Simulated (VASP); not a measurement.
# SrCl2 (Fm-3m) in VASP: single point with HSE06

Aim: the single point of SrCl2 with HSE06.

All numbers are computed with VASP 6.6.1; they aren't measurements. Logs are shortened: lines on timing, memory, paths and dates and some standing lists are left out, and cuts for length are marked.

### 1 The cell of the first run

It takes space group Fm-3m (No. 225, cubic). The conventional cell has a = 6.995 Å, b = 6.995 Å, c = 6.995 Å, α = 90.00°, β = 90.00°, γ = 90.00°. Sr (site symmetry m-3m) has 8 Cl at 3.03 Å within 4.0 Å. Within 4.0 Å of Cl (site symmetry -43m) lie 4 Sr at 3.03 Å and 6 Cl at 3.50 Å.

### 2 Single point, HSE06

File POSCAR:

```
SrCl2
1.0
    0.0000000000      3.4977180848      3.4977180848
    3.4977180848      0.0000000000      3.4977180848
    3.4977180848      3.4977180848      0.0000000000
Sr Cl
1 2
Direct
    0.0000000000      0.0000000000      0.0000000000
    0.2500000000      0.2500000000      0.2500000000
    0.7500000000      0.7500000000      0.7500000000
```

File INCAR.step1:

```
  PREC = Accurate
  ENCUT = 520
  EDIFF = 1E-5
  ISMEAR = 0
  SIGMA = 0.01
  LREAL = F
  LASPH = T
  NELM = 80
  ALGO = Normal
  ISIF = 2
  LWAVE = T
  LCHARG = F
  GGA = PE
  NBANDS = 19
```

File INCAR.step2:

```
  PREC = Accurate
  ENCUT = 520
  EDIFF = 1E-6
  ISMEAR = 0
  SIGMA = 0.01
  LREAL = F
  LASPH = T
  NELM = 80
  ALGO = Normal
  ISIF = 2
  LWAVE = F
  LCHARG = F
  GGA = PE
  LHFCALC = T
  HFSCREEN = 0.2079
  PRECFOCK = Normal
  ISTART = 1
  NBANDS = 19
```

File KPOINTS:

```
regular mesh
0
Gamma
  4 4 4
```

Potentials or basis: VASP PAW PBE potentials, release 64 (Sr_sv, Cl).

Command:

```console
$ cat potpaw_PBE.64/Sr_sv/POTCAR potpaw_PBE.64/Cl/POTCAR > POTCAR
$ cp INCAR.step1 INCAR
$ mpirun -np 1 vasp_std > vasp.out
$ cp INCAR.step2 INCAR
$ mpirun -np 1 vasp_std > vasp.out
```

OUTCAR:

```text
PREC = Accurate
   ENCUT = 520
   EDIFF = 1E-6
   ISMEAR = 0
   LREAL = F
   LASPH = T
   NELM = 80
   ISIF = 2
   GGA = PE
   LHFCALC = T
   HFSCREEN = 0.2079
   PRECFOCK = Normal
   ISTART = 1

 ion  position               nearest neighbor table
   1  0.000  0.000  0.000-   3 3.03   3 3.03   3 3.03   2 3.03   3 3.03   2 3.03   2 3.03   2 3.03

   2  0.250  0.250  0.250-   1 3.03   1 3.03   1 3.03   1 3.03
   3  0.750  0.750  0.750-   1 3.03   1 3.03   1 3.03   1 3.03

  LATTYP: Found a face centered cubic cell.
 ALAT       =     6.9954361696

  Lattice vectors:

 A1 = (   0.0000000000,   3.4977180848,   3.4977180848)
 A2 = (   3.4977180848,   0.0000000000,   3.4977180848)
 A3 = (   3.4977180848,   3.4977180848,   0.0000000000)

Analysis of symmetry for initial positions (statically):
=====================================================================
 Subroutine PRICEL returns:
 Original cell was already a primitive cell.

 Routine SETGRP: Setting up the symmetry group for a
 face centered cubic supercell.

 Subroutine GETGRP returns: Found 48 space group operations
 (whereof 48 operations were pure point group operations)
 out of a pool of 48 trial point group operations.

The static configuration has the point symmetry O_h .

Analysis of symmetry for dynamics (positions and initial velocities):
=====================================================================
 Subroutine PRICEL returns:
 Original cell was already a primitive cell.

 Routine SETGRP: Setting up the symmetry group for a
 face centered cubic supercell.

 Subroutine GETGRP returns: Found 48 space group operations
 (whereof 48 operations were pure point group operations)
 out of a pool of 48 trial point group operations.

The dynamic configuration has the point symmetry O_h .

 Subroutine INISYM returns: Found 48 space group operations
 (whereof 48 operations are pure point group operations),
 and found     1 'primitive' translations

----------------------------------------------------------------------------------------

                                     Primitive cell

  volume of cell :      85.5824

  direct lattice vectors                    reciprocal lattice vectors
     0.000000000  3.497718085  3.497718085    -0.142950343  0.142950343  0.142950343
     3.497718085  0.000000000  3.497718085     0.142950343 -0.142950343  0.142950343
     3.497718085  3.497718085  0.000000000     0.142950343  0.142950343 -0.142950343

  length of vectors
     4.946520353  4.946520353  4.946520353     0.247597257  0.247597257  0.247597257

  position of ions in fractional coordinates (direct lattice)
     0.000000000  0.000000000  0.000000000
     0.250000000  0.250000000  0.250000000
     0.750000000  0.750000000  0.750000000

  ion indices of the primitive-cell ions
   primitive index   ion index
                 1           1
                 2           2
                 3           3

----------------------------------------------------------------------------------------

 KPOINTS: regular mesh

Automatic generation of k-mesh.
 Grid dimensions read from file:
 generate k-points for:    4    4    4

 Generating k-lattice:

  Cartesian coordinates                     Fractional coordinates (reciprocal lattice)
    -0.035737586  0.035737586  0.035737586     0.250000000  0.000000000  0.000000000
     0.035737586 -0.035737586  0.035737586     0.000000000  0.250000000  0.000000000
     0.035737586  0.035737586 -0.035737586     0.000000000  0.000000000  0.250000000

  Length of vectors
     0.061899314  0.061899314  0.061899314

  Shift w.r.t. Gamma in fractional coordinates (k-lattice)
     0.000000000  0.000000000  0.000000000

 Subroutine IBZKPT returns following result:
 ===========================================

 Found      8 irreducible k-points:

 Following reciprocal coordinates:
            Coordinates               Weight
  0.000000  0.000000  0.000000      1.000000
  0.250000  0.000000  0.000000      8.000000
  0.500000  0.000000  0.000000      4.000000
  0.250000  0.250000  0.000000      6.000000
  0.500000  0.250000  0.000000     24.000000
 -0.250000  0.250000  0.000000     12.000000
  0.500000  0.500000  0.000000      3.000000
 -0.250000  0.500000  0.250000      6.000000
   k-points           NKPTS =      8   k-points in BZ     NKDIM =     64   number of bands    NBANDS=     19
   number of dos      NEDOS =    301   number of ions     NIONS =      3
   total plane-waves  NPLWV =  64000
   dimension x,y,z NGX =    40 NGY =   40 NGZ =   40
   dimension x,y,z NGXF=    80 NGYF=   80 NGZF=   80
   ions per type =               1   2
   NGX,Y,Z   is equivalent  to a cutoff of  13.44, 13.44, 13.44 a.u.
   NGXF,Y,Z  is equivalent  to a cutoff of  26.89, 26.89, 26.89 a.u.
 SYSTEM =  unknown system
   PREC   = accura    normal or accurate (medium, high low for compatibility)
   ISTART =      1    job   : 0-new  1-cont  2-samecut
   ICHARG =      0    charge: 1-file 2-atom 10-const
   ISPIN  =      1    spin polarized calculation?
   LNONCOLLINEAR =      F non collinear calculations
   LSORBIT =      F    spin-orbit coupling
   LASPH  =      T    aspherical Exc in radial PAW
   ENCUT  =  520.0 eV  38.22 Ry    6.18 a.u.   9.20  9.20  9.20*2*pi/ulx,y,z
   NELM   =     80;   NELMIN=  2; NELMDL=  0     # of ELM steps
   EDIFF  = 0.1E-05   stopping-criterion for ELM
   LREAL  =      F    real-space projection
   EDIFFG = 0.1E-04   stopping-criterion for IOM
   NSW    =      0    number of steps for IOM
   IBRION =     -1    ionic relax: 0-MD 1-quasi-New 2-CG
   NFREE  =      0    steps in history (QN), initial steepest desc. (CG)
   ISIF   =      2    stress and relaxation
   ISYM   =      3    0-nonsym 1-usesym 2-fastsym
   POTIM  = 0.5000    time-step for ionic-motion
   TEBEG  =    0.0;   TEEND  =   0.0 temperature during run
   PSTRESS=    0.0 pullay stress
   NELECT =      24.0000    total number of electrons
   NUPDOWN=      -1.0000    fix difference up-down
   EMIN   =  10.00;   EMAX   =-10.00  energy-range for DOS
   EFERMI =   0.00;   METHOD = LEGACY
   ISMEAR =     0;   SIGMA  =   0.01  broadening in eV -4-tet -1-fermi 0-gaus
   EFERMI_NEDOS =   21; number of points for ismear=-14 and -15
   IALGO  =     38    algorithm
   IMIX   =      1    mixing-type and parameters
     AMIX     =   0.40;   BMIX     =  1.00
     AMIX_MAG =   1.60;   BMIX_MAG =  1.00
  volume/ion in A,a.u.               =      28.53       192.51
  Fermi-wavevector in a.u.,A,eV,Ry     =   1.071562  2.024958 15.622809  1.148244
  Thomas-Fermi vector in A             =   2.207306
   LORBIT       =      0    0 simple, 1 ext, 2 COOP (PROOUT), +10 PAW based schemes
   GGA     = PE    functional components
   LHFCALC =     T    Hartree Fock is set to
   PRECFOCK=normal    Normal, Fast or Accurate (Low or Medium for compatibility)
   ENCUT4O =  -1.0   cutoff for four orbital integrals eV
   NKREDX  =     1    reduce k-point grid by
   NKREDY  =     1    reduce k-point grid by
   NKREDZ  =     1    reduce k-point grid by
   AEXX    =    0.2500 exact exchange contribution
   HFSCREEN=    0.2079 screening length (either q_TF or 0.3 A-1)
   HFSCREENC=   0.2079 screening length for correlation (either q_TF or 0.3 A-1)
   ENCUTFOCK=  -1.0 apply spherical cutoff to Coloumb kernel
   IVDW    =     0    specifies the selected vdW correction
   LEPSILON=     F    determine dielectric tensor
   LRPA    =     F    only Hartree local field effects (RPA)
 non-spin polarized calculation
 Gauss-broadening in eV      SIGMA  =   0.01
  energy-cutoff  :      520.00
  volume of cell :       85.58
 maximum number of plane-waves:      2332
 NGX is ok and might be reduce to    40
  NGX = 28; NGY = 28; NGZ = 28

 number of electron      24.0000002 magnetization

 Free energy of the ion-electron system (eV)
  ---------------------------------------------------
  ext. energy  EPLUGINS =         0.00000000
  ---------------------------------------------------
  free energy    TOTEN  =       -14.81300664 eV

  energy without entropy =      -14.81300664  energy(sigma->0) =      -14.81300664

 E-fermi :  -0.6577     XC(G=0):  -6.8778

 val. band max:       -0.8235517372   @ k =   0.5000   0.5000   0.0000
 cond. band min:       5.7603693557   @ k =   0.0000   0.0000   0.0000
 fundamental gap:      6.5839210929
 Fermi energy:        -0.6577245177

 k-point     1 :       0.0000    0.0000    0.0000
  band No.  band energies     occupation
      1     -35.8055      2.00000
      2     -16.5206      2.00000
      3     -16.5206      2.00000
      4     -16.5206      2.00000
      5     -15.3504      2.00000
      6     -14.4438      2.00000
[... 11 lines left out ...]
     18       9.5359      0.00000
     19      10.1546      0.00000

 k-point     2 :       0.2500    0.0000    0.0000
  band No.  band energies     occupation
      1     -35.8037      2.00000
      2     -16.7480      2.00000
      3     -16.5289      2.00000
      4     -16.5289      2.00000
      5     -15.0150      2.00000
      6     -14.5379      2.00000
[... 11 lines left out ...]
     18       9.3468      0.00000
     19      10.3041      0.00000

 k-point     3 :       0.5000    0.0000    0.0000
  band No.  band energies     occupation
      1     -35.8019      2.00000
      2     -16.8986      2.00000
      3     -16.5372      2.00000
      4     -16.5372      2.00000
      5     -14.9248      2.00000
      6     -14.4502      2.00000
[... 11 lines left out ...]
     18       9.3917      0.00000
     19       9.3917      0.00000

 k-point     4 :       0.2500    0.2500    0.0000
  band No.  band energies     occupation
      1     -35.8031      2.00000
      2     -16.8001      2.00000
      3     -16.5402      2.00000
      4     -16.5402      2.00000
      5     -14.8622      2.00000
      6     -14.6107      2.00000
[... 11 lines left out ...]
     18       9.2332      0.00000
     19       9.6983      0.00000

 k-point     5 :       0.5000    0.2500    0.0000
  band No.  band energies     occupation
      1     -35.8013      2.00000
      2     -16.8745      2.00000
      3     -16.6432      2.00000
      4     -16.5485      2.00000
      5     -14.7208      2.00000
      6     -14.5461      2.00000
[... 11 lines left out ...]
     18       9.5579      0.00000
     19      10.3282      0.00000

 k-point     6 :      -0.2500    0.2500    0.0000
  band No.  band energies     occupation
      1     -35.8019      2.00000
      2     -16.8059      2.00000
      3     -16.6687      2.00000
      4     -16.5372      2.00000
      5     -14.7327      2.00000
      6     -14.5987      2.00000
[... 11 lines left out ...]
     18       9.3092      0.00000
     19      10.5546      0.00000

 k-point     7 :       0.5000    0.5000    0.0000
  band No.  band energies     occupation
      1     -35.8008      2.00000
      2     -16.9822      2.00000
      3     -16.5597      2.00000
      4     -16.5597      2.00000
      5     -14.7665      2.00000
      6     -14.4511      2.00000
[... 11 lines left out ...]
     18       9.1810      0.00000
     19      10.6031      0.00000

 k-point     8 :      -0.2500    0.5000    0.2500
  band No.  band energies     occupation
      1     -35.8007      2.00000
      2     -16.7894      2.00000
      3     -16.7894      2.00000
      4     -16.5601      2.00000
      5     -14.5904      2.00000
      6     -14.5904      2.00000
[... 11 lines left out ...]
     18      10.1826      0.00000
     19      11.2727      0.00000

------------------------ aborting loop because EDIFF is reached ----------------------------------------

  FORCE on cell =-STRESS in cart. coord.  units (eV):
  Direction    XX          YY          ZZ          XY          YZ          ZX
  --------------------------------------------------------------------------------------
  -------------------------------------------------------------------------------------
  Total        0.1351493      0.1351493      0.1351493     -0.0000000      0.0000000      0.0000000
  in kB        2.5301128      2.5301128      2.5301128     -0.0000000      0.0000000      0.0000000
  external PRESSURE =       2.5301128 kB  Pullay stress =       0.0000000 kB

 VOLUME and BASIS-vectors are now :
 -----------------------------------------------------------------------------
  energy-cutoff  :      520.00
  volume of cell :       85.58
      direct lattice vectors                 reciprocal lattice vectors
     0.000000000  3.497718085  3.497718085    -0.142950343  0.142950343  0.142950343
     3.497718085  0.000000000  3.497718085     0.142950343 -0.142950343  0.142950343
     3.497718085  3.497718085  0.000000000     0.142950343  0.142950343 -0.142950343

 POSITION                                       TOTAL-FORCE (eV/Angst)
 -----------------------------------------------------------------------------------
      0.00000      0.00000      0.00000        -0.000000      0.000000      0.000000
      1.74886      1.74886      1.74886        -0.000000     -0.000000     -0.000000
      5.24658      5.24658      5.24658         0.000000      0.000000      0.000000
 -----------------------------------------------------------------------------------
    total drift:                                0.000000      0.000000      0.000000

  FREE ENERGIE OF THE ION-ELECTRON SYSTEM (eV)
  ---------------------------------------------------
  free  energy   TOTEN  =       -14.8130066352 eV

  energy  without entropy=      -14.8130066352  energy(sigma->0) =      -14.81300664
```

Run time: 26 min. Hardware: 1 thread of Oxide Virtual Turin-like, shared host; peak memory 0.32 GiB.

Results:

```
Free energy            : -14.8130 eV
Pressure               : 0.3 GPa
Band gap on the k mesh : 6.58 eV, indirect (least direct gap 6.82 eV)
```

Levels at points of the mesh, in eV from the valence-band top:
```csv
k point,band 8,band 9,band 10,band 11,band 12,band 13,band 14,band 15,band 16,band 17
"(0.00, 0.00, 0.00)",-2.25,-2.25,-0.36,-0.36,-0.36,6.58,7.52,7.52,10.36,10.36
"(0.50, 0.00, 0.00)",-1.64,-1.57,-1.39,-1.12,-1.12,8.18,8.18,9.05,9.10,10.21
"(0.50, 0.50, 0.00)",-2.02,-2.02,-0.41,-0.41,0.00,6.82,8.53,9.18,9.57,9.57
```

Caveat: the PAW data sets were made with another functional, which shifts forces and pressure a little. A k mesh can miss the band edges.
